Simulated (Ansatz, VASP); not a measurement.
## Hf: VASP beside Ansatz

```
Hf
1.0
     0.00000    2.23969    2.23969
     2.23969    0.00000    2.23969
     2.23969    2.23969    0.00000
Hf
1
Direct
  0.00000 0.00000 0.00000
```

Alike in both runs: functional r2SCAN; k mesh 16 × 16 × 16; occupations gaussian, width 0.1 eV; no spin polarisation.

Ansatz relaxed the structure, and its values are those at the end. VASP's run is a single point on that final structure, the one shown.

|  | VASP | Ansatz |
| --- | --- | --- |
| version | VASP 6.6.1 | Ansatz 0.2.0 |
| potentials or method | VASP PAW PBE potentials, release 64 (Hf_pv), cutoff 520 eV | scalar-relativistic, plane waves, PAW |
| valence electrons in the cell | 10 | 26 |

|  | VASP | Ansatz | Ansatz less VASP |
| --- | --- | --- | --- |
| gap on the k mesh at the Fermi level (eV) | none | none | - |
| pressure (GPa) | -0.5 | 0.0 | +0.51 |

VASP's potentials were made for PBE, not for r2SCAN. A gap of «none» marks a metal or a gap that the smearing closes. VASP's potentials hold 10 valence electrons a cell and Ansatz's 26, so a difference there can come from the potentials and not from the codes.

Neither program's run includes spin-orbit coupling.
